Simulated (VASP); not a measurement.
# RbCuS2 (P4/mmm) in VASP: notebook, part 2 of 2

VASP 6.6.1. The steps go on from the part before.

### 3 Single point, PBE

This run uses another cell than the first one, of 26.94 Å³/atom.

Contents of INCAR:

```
SYSTEM = RbCuS2
ALGO = Normal
EDIFF = 1E-6
ENCUT = 520
GGA = PE
ISIF = 2
ISMEAR = 0
LASPH = .True.
LCHARG = .False.
LREAL = .False.
LWAVE = .False.
NBANDS = 24
NELM = 60
PREC = Accurate
SIGMA = 0.1
```

Contents of KPOINTS:

```
k-points
0
Gamma
  10 10 10
  0 0 0
```

Contents of POSCAR:

```
RbCuS2
1.0
    4.5379228604      0.0000000000      0.0000000000
    0.0000000000      4.5379228604      0.0000000000
    0.0000000000      0.0000000000      5.2335228970
Rb Cu S
1 1 2
Direct
    0.5000000000      0.5000000000      0.5000000000
    0.0000000000      0.0000000000      0.0000000000
    0.5000000000      0.0000000000      0.0000000000
    0.0000000000      0.5000000000      0.0000000000
```

Potentials or basis: VASP PAW PBE potentials, release 64 (Rb_sv, Cu, S).

Run with:

```sh
> cat potpaw_PBE.64/Rb_sv/POTCAR potpaw_PBE.64/Cu/POTCAR potpaw_PBE.64/S/POTCAR > POTCAR
> mpirun -np 1 vasp_std > vasp.out
```

OUTCAR:

```text
SYSTEM = RbCuS2
   EDIFF = 1E-6
   ENCUT = 520
   GGA = PE
   ISIF = 2
   ISMEAR = 0
   LASPH = .True.
   LREAL = .False.
   NELM = 60
   PREC = Accurate

 ion  position               nearest neighbor table
   1  0.500  0.500  0.500-   3 3.46   4 3.46   3 3.46   4 3.46   3 3.46   3 3.46   4 3.46   4 3.46
                             2 4.14   2 4.14   2 4.14   2 4.14   2 4.14   2 4.14   2 4.14   2 4.14
   2  0.000  0.000  0.000-   3 2.27   4 2.27   4 2.27   3 2.27   1 4.14   1 4.14   1 4.14   1 4.14
                             1 4.14   1 4.14   1 4.14   1 4.14
   3  0.500  0.000  0.000-   2 2.27   2 2.27   1 3.46   1 3.46   1 3.46   1 3.46
   4  0.000  0.500  0.000-   2 2.27   2 2.27   1 3.46   1 3.46   1 3.46   1 3.46

  LATTYP: Found a simple tetragonal cell.
 ALAT       =     4.5379228604
 C/A-ratio  =     1.1532859985

  Lattice vectors:

 A1 = (   4.5379228604,   0.0000000000,   0.0000000000)
 A2 = (   0.0000000000,   4.5379228604,   0.0000000000)
 A3 = (   0.0000000000,   0.0000000000,   5.2335228970)

Analysis of symmetry for initial positions (statically):
=====================================================================
 Subroutine PRICEL returns:
 Original cell was already a primitive cell.

 Routine SETGRP: Setting up the symmetry group for a
 simple tetragonal supercell.

 Subroutine GETGRP returns: Found 16 space group operations
 (whereof 16 operations were pure point group operations)
 out of a pool of 16 trial point group operations.

The static configuration has the point symmetry D_4h.

Analysis of symmetry for dynamics (positions and initial velocities):
=====================================================================
 Subroutine PRICEL returns:
 Original cell was already a primitive cell.

 Routine SETGRP: Setting up the symmetry group for a
 simple tetragonal supercell.

 Subroutine GETGRP returns: Found 16 space group operations
 (whereof 16 operations were pure point group operations)
 out of a pool of 16 trial point group operations.

The dynamic configuration has the point symmetry D_4h.

 Subroutine INISYM returns: Found 16 space group operations
 (whereof 16 operations are pure point group operations),
 and found     1 'primitive' translations

----------------------------------------------------------------------------------------

                                     Primitive cell

  volume of cell :     107.7726

  direct lattice vectors                    reciprocal lattice vectors
     4.537922860  0.000000000  0.000000000     0.220365139  0.000000000  0.000000000
     0.000000000  4.537922860  0.000000000     0.000000000  0.220365139  0.000000000
     0.000000000  0.000000000  5.233522897     0.000000000  0.000000000  0.191075881

  length of vectors
     4.537922860  4.537922860  5.233522897     0.220365139  0.220365139  0.191075881

  position of ions in fractional coordinates (direct lattice)
     0.500000000  0.500000000  0.500000000
     0.000000000  0.000000000  0.000000000
     0.500000000  0.000000000  0.000000000
     0.000000000  0.500000000  0.000000000

  ion indices of the primitive-cell ions
   primitive index   ion index
                 1           1
                 2           2
                 3           3
                 4           4

[... 25 lines left out ...]

 Following reciprocal coordinates:
            Coordinates               Weight
  0.000000  0.000000  0.000000      1.000000
  0.100000  0.000000  0.000000      4.000000
  0.200000  0.000000  0.000000      4.000000
  0.300000  0.000000  0.000000      4.000000
  0.400000  0.000000  0.000000      4.000000
  0.500000  0.000000  0.000000      2.000000
[... 16 lines left out ...]
  0.100000  0.000000  0.100000      8.000000
  0.200000  0.000000  0.100000      8.000000
 [... further k-points ...]
   k-points           NKPTS =    126   k-points in BZ     NKDIM =    126   number of bands    NBANDS=     24
   number of dos      NEDOS =    301   number of ions     NIONS =      4
   total plane-waves  NPLWV =  51840
   dimension x,y,z NGX =    36 NGY =   36 NGZ =   40
   dimension x,y,z NGXF=    72 NGYF=   72 NGZF=   80
   ions per type =               1   1   2
   NGX,Y,Z   is equivalent  to a cutoff of  13.19, 13.19, 12.71 a.u.
   NGXF,Y,Z  is equivalent  to a cutoff of  26.38, 26.38, 25.41 a.u.
 SYSTEM =  RbCuS2
   PREC   = accura    normal or accurate (medium, high low for compatibility)
   ISTART =      0    job   : 0-new  1-cont  2-samecut
   ICHARG =      2    charge: 1-file 2-atom 10-const
   ISPIN  =      1    spin polarized calculation?
   LNONCOLLINEAR =      F non collinear calculations
   LSORBIT =      F    spin-orbit coupling
   LASPH  =      T    aspherical Exc in radial PAW
   ENCUT  =  520.0 eV  38.22 Ry    6.18 a.u.   8.44  8.44  9.73*2*pi/ulx,y,z
   NELM   =     60;   NELMIN=  2; NELMDL= -5     # of ELM steps
   EDIFF  = 0.1E-05   stopping-criterion for ELM
   LREAL  =      F    real-space projection
   EDIFFG = 0.1E-04   stopping-criterion for IOM
   NSW    =      0    number of steps for IOM
   IBRION =     -1    ionic relax: 0-MD 1-quasi-New 2-CG
   NFREE  =      0    steps in history (QN), initial steepest desc. (CG)
   ISIF   =      2    stress and relaxation
   ISYM   =      2    0-nonsym 1-usesym 2-fastsym
   POTIM  = 0.5000    time-step for ionic-motion
   TEBEG  =    0.0;   TEEND  =   0.0 temperature during run
   PSTRESS=    0.0 pullay stress
   NELECT =      32.0000    total number of electrons
   NUPDOWN=      -1.0000    fix difference up-down
   EMIN   =  10.00;   EMAX   =-10.00  energy-range for DOS
   EFERMI =   0.00;   METHOD = LEGACY
   ISMEAR =     0;   SIGMA  =   0.10  broadening in eV -4-tet -1-fermi 0-gaus
   EFERMI_NEDOS =   21; number of points for ismear=-14 and -15
   IALGO  =     38    algorithm
   IMIX   =      4    mixing-type and parameters
     AMIX     =   0.40;   BMIX     =  1.00
     AMIX_MAG =   1.60;   BMIX_MAG =  1.00
  volume/ion in A,a.u.               =      26.94       181.82
  Fermi-wavevector in a.u.,A,eV,Ry     =   1.092166  2.063895 16.229395  1.192827
  Thomas-Fermi vector in A             =   2.228426
   LORBIT       =      0    0 simple, 1 ext, 2 COOP (PROOUT), +10 PAW based schemes
   GGA     = PE    functional components
   LHFCALC =     F    Hartree Fock is set to
   AEXX    =    0.0000 exact exchange contribution
   IVDW    =     0    specifies the selected vdW correction
   LEPSILON=     F    determine dielectric tensor
   LRPA    =     F    only Hartree local field effects (RPA)
 non-spin polarized calculation
 Gauss-broadening in eV      SIGMA  =   0.10
  energy-cutoff  :      520.00
  volume of cell :      107.77
 maximum number of plane-waves:      2932
 NGX is ok and might be reduce to    36
   NGX = 17   NGY = 17   NGZ = 19

 number of electron      31.9999997 magnetization

 Free energy of the ion-electron system (eV)
  ---------------------------------------------------
  ext. energy  EPLUGINS =         0.00000000
  ---------------------------------------------------
  free energy    TOTEN  =       -14.30869034 eV

  energy without entropy =      -14.29795103  energy(sigma->0) =      -14.30332069

 E-fermi :   1.5822     XC(G=0):  -8.3298

 val. band max:        1.5728459227   @ k =   0.1000   0.0000   0.3000
 cond. band min:       1.5975405846   @ k =   0.1000   0.0000   0.2000
 fundamental gap:      0.0246946619
 Fermi energy:         1.5822252491

 k-point     1 :       0.0000    0.0000    0.0000
  band No.  band energies     occupation
      1     -24.2855      2.00000
      2     -11.2498      2.00000
      3      -9.4507      2.00000
      4      -8.4056      2.00000
      5      -8.4056      2.00000
      6      -8.4011      2.00000
[... 637 lines left out ...]
     23       8.4923      0.00000
     24       9.3568      0.00000

 [... further k-points ...]

------------------------ aborting loop because EDIFF is reached ----------------------------------------

  FORCE on cell =-STRESS in cart. coord.  units (eV):
  Direction    XX          YY          ZZ          XY          YZ          ZX
  --------------------------------------------------------------------------------------
  -------------------------------------------------------------------------------------
  Total        0.0696122      0.0696122      0.0226593      0.0000000      0.0000000      0.0000000
  in kB        1.0348741      1.0348741      0.3368601      0.0000000      0.0000000      0.0000000
  external PRESSURE =       0.8022028 kB  Pullay stress =       0.0000000 kB

 VOLUME and BASIS-vectors are now :
 -----------------------------------------------------------------------------
  energy-cutoff  :      520.00
  volume of cell :      107.77
      direct lattice vectors                 reciprocal lattice vectors
     4.537922860  0.000000000  0.000000000     0.220365139  0.000000000  0.000000000
     0.000000000  4.537922860  0.000000000     0.000000000  0.220365139  0.000000000
     0.000000000  0.000000000  5.233522897     0.000000000  0.000000000  0.191075881

 POSITION                                       TOTAL-FORCE (eV/Angst)
 -----------------------------------------------------------------------------------
      2.26896      2.26896      2.61676         0.000000      0.000000      0.000000
      0.00000      0.00000      0.00000         0.000000      0.000000      0.000000
      2.26896      0.00000      0.00000         0.000000      0.000000      0.000000
      0.00000      2.26896      0.00000         0.000000      0.000000      0.000000
 -----------------------------------------------------------------------------------
    total drift:                                0.000000      0.000000     -0.000000

  FREE ENERGIE OF THE ION-ELECTRON SYSTEM (eV)
  ---------------------------------------------------
  free  energy   TOTEN  =       -14.3086903377 eV

  energy  without entropy=      -14.2979510347  energy(sigma->0) =      -14.30332069
```

stdout:

```text
POSCAR found type information on POSCAR RbCuS
 POSCAR found :  3 types and       4 ions
 scaLAPACK will be used
 LDA part: xc-table for (Slater+PW92), standard interpolation
 POSCAR, INCAR and KPOINTS ok, starting setup
 FFT: planning ... GRIDC
 FFT: planning ... GRID_SOFT
 FFT: planning ... GRID
 WAVECAR not read
 entering main loop
```

Run time: 5.4 min. Hardware: 1 thread of Intel Xeon Platinum 8259CL at 2.50GHz (Skylake/Cascade Lake), shared host; peak memory 0.45 GiB.

What came out:

```yaml
Free_energy: -14.3087 eV
Pressure: 0.1 GPa
Band_gap_on_the_k_mesh: zero (bands 16 and 17 overlap by 1.69 eV)
```
